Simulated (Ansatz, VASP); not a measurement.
**P: VASP beside Ansatz**

File POSCAR:

```
P
1.0
    3.2572956256      0.0000000000      0.0000000000
   -1.6286478128      2.8209007594      0.0000000000
    0.0000000000      0.0000000000      3.0435356002
P
1
Direct
    0.0000000000      0.0000000000      0.0000000000
```

The input INCAR.step1:

```
SYSTEM = P
PREC     = Accurate       ! precision mode
ENCUT    = 600            ! plane-wave cutoff, eV
ISMEAR   = 0              ! smearing method
SIGMA    = 0.1            ! smearing width, eV
LREAL    = .False.        ! projectors in reciprocal space
LASPH    = .True.         ! aspherical terms in the spheres
NELM     = 60             ! most SCF steps
GGA      = PE             ! functional
ALGO     = Normal         ! electronic algorithm
EDIFF    = 1E-4           ! SCF threshold, eV
LWAVE    = .True.         ! write WAVECAR
LCHARG   = .False.        ! write CHGCAR
```

The input INCAR.step2:

```
SYSTEM = P
PREC     = Accurate       ! precision mode
ENCUT    = 600            ! plane-wave cutoff, eV
EDIFF    = 1E-6           ! SCF threshold, eV
ISMEAR   = 0              ! smearing method
SIGMA    = 0.1            ! smearing width, eV
LREAL    = .False.        ! projectors in reciprocal space
LASPH    = .True.         ! aspherical terms in the spheres
NELM     = 60             ! most SCF steps
ALGO     = Normal         ! electronic algorithm
ISIF     = 3              ! what is computed and relaxed
LWAVE    = .False.        ! write WAVECAR
LCHARG   = .False.        ! write CHGCAR
METAGGA  = R2SCAN         ! meta-GGA
LMIXTAU  = .True.       
IBRION   = 2              ! ionic algorithm
NSW      = 90             ! ionic steps
EDIFFG   = -0.04          ! ionic threshold
ISTART   = 1
```

KPOINTS

```
regular mesh
0
Gamma
  6 6 6
  0 0 0
```

Input for Ansatz:

```yaml
crystal:
  lattice:
    - [3.2572956256, 0.0, 0.0]
    - [-1.6286478128, 2.8209007594, 0.0]
    - [0.0, 0.0, 3.0435356002]
  atoms:
    - { symbol: P, position: [0.0, 0.0, 0.0] }
basis:
  ecutwfc: 500
kpoints:
  mp_grid: { grid: [6, 6, 6] }
hamiltonian:
  xc: r2scan
scf:
  occupations: { method: gaussian, width: 0.1 }
  lower_state_search: "off"
output:
  forces: true
  stress: true
  eigenvalues: true
relax:
  adjacent_minimum: "off"
  f_tol: 0.04
  max_steps: 70
  cell: { stress_tol: 0.4 }
```

Alike in both runs: task relaxation of cell and atoms; functional r2SCAN; k mesh 6 × 6 × 6; occupations gaussian, width 0.1 eV; no spin polarisation.

|  | VASP | Ansatz |
| --- | --- | --- |
| version | VASP 6.6.1 | Ansatz 0.2.0 |
| potentials or method | VASP PAW PBE potentials, release 64 (P), cutoff 600 eV | scalar-relativistic, plane waves, PAW |
| valence electrons in the cell | 5 | 5 |

Ansatz gave:

* gap on the k mesh at the Fermi level, each at its own relaxed structure (eV): none
* relaxed volume (Å³/atom): 14.43
* relaxed cell length with the largest relative difference (Å): 2.590

Question: Which values does VASP return?

Answer: gap on the k mesh at the Fermi level, each at its own relaxed structure (eV): none; relaxed volume (Å³/atom): 14.39; relaxed cell length with the largest relative difference (Å): 2.587.

VASP's potentials were made for PBE, not for r2SCAN. A gap of «none» marks a metal or a gap that the smearing closes.

The k mesh is coarse, so the values compare programs but aren't converged. Noted on VASP's run: the volume moved by over 15 % at a fixed basis, so the end points are rough.
